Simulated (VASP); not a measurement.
Write the native input for VASP 6.6.1 that does the following.

| Item | Value |
| --- | --- |
| Task | relaxation of cell and atoms |
| Functional | PBEsol |
| Potentials or basis | VASP PAW PBE potentials, release 64 (Nb_sv, H) |
| Cutoff | 600 eV |
| k mesh | 16 × 16 × 16 |
| Occupations | fermi-dirac, width 0.05 eV |
| Spin | no spin polarisation |
| Dipole correction | no |
| Further INCAR settings | ALGO = Normal; EDIFF = 1e-06; IBRION = 2; EDIFFG = -0.002; NSW = 100; ISIF = 3 |

The structure of NbH2 lies in POSCAR:

```
NbH2
1.0
    0.0000000000      2.2815000000      2.2815000000
    2.2815000000      0.0000000000      2.2815000000
    2.2815000000      2.2815000000      0.0000000000
Nb H
1 2
Direct
    0.0000000000      0.0000000000      0.0000000000
    0.2500000000      0.2500000000      0.2500000000
    0.7500000000      0.7500000000      0.7500000000
```

These files were run (other wordings do the same):

INCAR

```
SYSTEM = NbH2
PREC     = Accurate       ! precision mode
ENCUT    = 600            ! plane-wave cutoff, eV
EDIFF    = 1E-6           ! SCF threshold, eV
ISMEAR   = -1             ! smearing method
SIGMA    = 0.05           ! smearing width, eV
LREAL    = .False.        ! projectors in reciprocal space
LASPH    = .True.         ! aspherical terms in the spheres
NELM     = 80             ! most SCF steps
ALGO     = Normal         ! electronic algorithm
ISIF     = 3              ! what is computed and relaxed
LWAVE    = .False.        ! write WAVECAR
LCHARG   = .False.        ! write CHGCAR
GGA      = PS             ! functional
IBRION   = 2              ! ionic algorithm
NSW      = 100            ! ionic steps
EDIFFG   = -0.002         ! ionic threshold
```

KPOINTS

```
Automatic mesh
0
Gamma
  16 16 16
  0 0 0
```

Potentials or basis: VASP PAW PBE potentials, release 64 (Nb_sv, H).

Launch:

```bash
$ cat potpaw_PBE.64/Nb_sv/POTCAR potpaw_PBE.64/H/POTCAR > POTCAR
$ mpirun -np 1 vasp_std > vasp.out
```

Results of the run:

The relaxed volume is 7.67 Å³/atom, the relaxed cell is a = 3.193 Å, b = 3.193 Å, c = 3.193 Å, α = 60.00°, β = 60.00°, γ = 60.00° and the space group after relaxing (to 0.1 Å) is Fm-3m (No. 225). The energy gained by relaxing is 4.5 meV/atom. The ionic steps are 3 and the pressure after relaxing is 0.0 GPa. The band gap on the k mesh is zero (an odd number of electrons rules out a gap without spin polarisation).

Caveat: the PAW data sets were made with another functional, which shifts forces and pressure a little.

It took 2.7 min on 1 thread of Oxide Virtual Turin-like Processor, with other jobs on the host, peak memory 0.17 GiB.
